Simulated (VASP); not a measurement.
# Re: single point with PBE

The system is Re.

```
Re
1.0
     2.72937    0.00000    0.00000
    -1.36468    2.36370    0.00000
     0.00000    0.00000    4.41148
Re
2
Direct
  0.66667 0.33333 0.75000
  0.33333 0.66667 0.25000
```

```json
{
 "Program": "VASP 6.6.1",
 "Task": "single point",
 "Functional": "PBE",
 "Potentials or basis": "VASP PAW PBE potentials, release 64 (Re)",
 "Cutoff": "520 eV",
 "k mesh": "11 × 11 × 6",
 "Occupations": "fermi-dirac, width 0.05 eV",
 "Spin": "no spin polarisation",
 "Dipole correction": "no",
 "Further INCAR settings": "ALGO = Fast; EDIFF = 1e-06; NBANDS = 14"
}
```

* Pressure: 19.9 GPa
* Band gap on the k mesh: zero (band 7 reaches 9.76 eV, above the bottom of band 8 at 6.51 eV)

Stress tensor (GPa, compression positive):
```
19.93  0.00  0.00
 0.00 19.93  0.00
 0.00  0.00 19.76
```

Levels at points of the mesh, in eV from the Fermi level:
| k point | band 3 | band 4 | band 5 | band 6 | band 7 | band 8 | band 9 | band 10 | band 11 | band 12 |
| --- | --- | --- | --- | --- | --- | --- | --- | --- | --- | --- |
| (0.00, 0.00, 0.00) | -1.69 | -1.68 | -1.68 | -0.80 | -0.80 | 0.18 | 0.18 | 0.67 | 3.51 | 3.51 |
| (0.00, 0.00, 0.50) | -2.50 | -2.50 | -1.82 | -1.82 | -1.82 | -1.82 | 2.66 | 2.66 | 2.66 | 2.66 |

It took 22 s on 1 thread of Intel Xeon 6975P-C, with other jobs on the host, peak memory 0.16 GiB.

Caveat: spin-orbit coupling is left out, which moves the levels of the heavy elements.
